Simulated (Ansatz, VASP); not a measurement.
## CsO2: VASP beside Ansatz

```
CELL_PARAMETERS angstrom
-2.23850 2.23850 3.67500
2.23850 -2.23850 3.67500
2.23850 2.23850 -3.67500
ATOMIC_POSITIONS crystal
Cs 0.00000 0.00000 0.00000
O 0.41890 0.41890 0.00000
O 0.58110 0.58110 0.00000
```

Alike in both runs: task single point; functional LDA; k mesh 9 × 9 × 9; no spin polarisation.

|  | VASP | Ansatz |
| --- | --- | --- |
| version | VASP 6.6.1 | Ansatz 0.2.0 |
| potentials or method | VASP PAW LDA potentials, release 64 (Cs_sv, O) | plane waves, PAW |
| plane-wave cutoff (eV) | 600 | 420 |
| occupations | fermi-dirac, width 0.1 eV | fermi-dirac |
| valence electrons in the cell | 21 | 21 |

Ansatz gave:

* gap on the k mesh at the Fermi level (eV): none
* pressure (GPa): 3.1
* traceless stress, the component that is largest in VASP (GPa): 12.98
* rms of the force components (eV/Å): 3.693

What did VASP give for the same quantities?

gap on the k mesh at the Fermi level (eV): none; pressure (GPa): 4.7; traceless stress, the component that is largest in VASP (GPa): 16.11; rms of the force components (eV/Å): 4.572.

LDA's correlation is that of Perdew and Zunger in VASP and of Perdew and Wang (1992) in Ansatz. Atom by atom the forces differ by 0.879 eV/Å (rms over components). A gap of «none» marks a metal or a gap that the smearing closes.

Neither program's run includes spin-orbit coupling. Noted on VASP's run: the standard files for N, O and F lose accuracy on very short bonds.
